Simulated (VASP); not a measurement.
A run of VASP 6.6.1 is set up as follows.

File INCAR:

```
ALGO = Normal
EDIFF = 1E-6
ENCUT = 500
GGA = PS
GGA_COMPAT = F
ISIF = 2
ISMEAR = 1
LASPH = T
LCHARG = T
LELF = T
LREAL = F
LVHAR = T
LWAVE = F
NBANDS = 22
NELM = 120
PREC = Accurate
SIGMA = 0.1
```

The input KPOINTS:

```
k-points
0
Gamma
  1 1 2
```

File POSCAR:

```
Bi
1.0
    3.4885980000     -3.1325780000      0.0000000000
    3.4885980000      3.1325780000      0.0000000000
   -1.2602350000      0.0000000000      3.1135500000
Bi
2
Direct
    0.2469390000      0.2469390000      0.1426180000
    0.7530610000      0.7530610000      0.8573820000
```

Potentials or basis: VASP PAW PBE potentials, release 64 (Bi_d).

Launch:

```console
$ cat potpaw_PBE.64/Bi_d/POTCAR > POTCAR
$ mpirun -np 1 vasp_std > vasp.out
```

Problem. Predict the pressure.

Solution. 5.2 GPa.

Problem. Predict the largest force.

Solution. 2.097 eV/Å.

Problem. Predict the band gap on the k mesh.

Solution. Zero (band 15 reaches 9.59 eV, above the bottom of band 16 at 8.04 eV).

Forces in eV/Å, atoms in the order of the input:
```
Bi  -0.584  0.000 -2.014
Bi   0.584  0.000  2.014
```

Caveat: the k points lie up to 1.40 Å⁻¹ apart; the PAW data sets were made with another functional, which shifts forces and pressure a little; spin-orbit coupling is left out, which moves the levels of the heavy elements.
